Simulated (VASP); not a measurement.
MgO, 2 atoms in the cell. The structure is cubic, space group Fm-3m (No. 225). Conventional cell: a = 4.194 Å, b = 4.194 Å, c = 4.194 Å, α = 90.00°, β = 90.00°, γ = 90.00°. Within 2.8 Å of Mg (site symmetry m-3m) lie 6 O at 2.10 Å. O (site symmetry m-3m) has 6 Mg at 2.10 Å within 2.8 Å. 

* Program: VASP 6.6.1
* Task: single point
* Functional: PBE
* Potentials or basis: VASP PAW PBE potentials, release 64 (Mg, O)
* Cutoff: 520 eV
* k mesh: 11 × 11 × 11
* Occupations: gaussian, width 0.015 eV
* Spin: no spin polarisation
* Dipole correction: no
* Further INCAR settings: ALGO = Normal; EDIFF = 1e-07; NBANDS = 11

Potentials or basis: VASP PAW PBE potentials, release 64 (Mg, O).

Launch:

```bash
$ cat potpaw_PBE.64/Mg/POTCAR potpaw_PBE.64/O/POTCAR > POTCAR
$ mpirun -np 1 vasp_std > vasp.out
```

Hardware: 1 thread of Intel(R) Xeon(R) Platinum 8259CL CPU @ 2.50GHz (Skylake/Cascade Lake) (shared host).

Q: How long does it take, and how much memory?

A: It took 9.9 s on 1 thread of Intel(R) Xeon(R) Platinum 8259CL CPU @ 2.50GHz (Skylake/Cascade Lake), on a shared host, peak memory 0.15 GiB. Counts: scf iterations 13, k points 56.
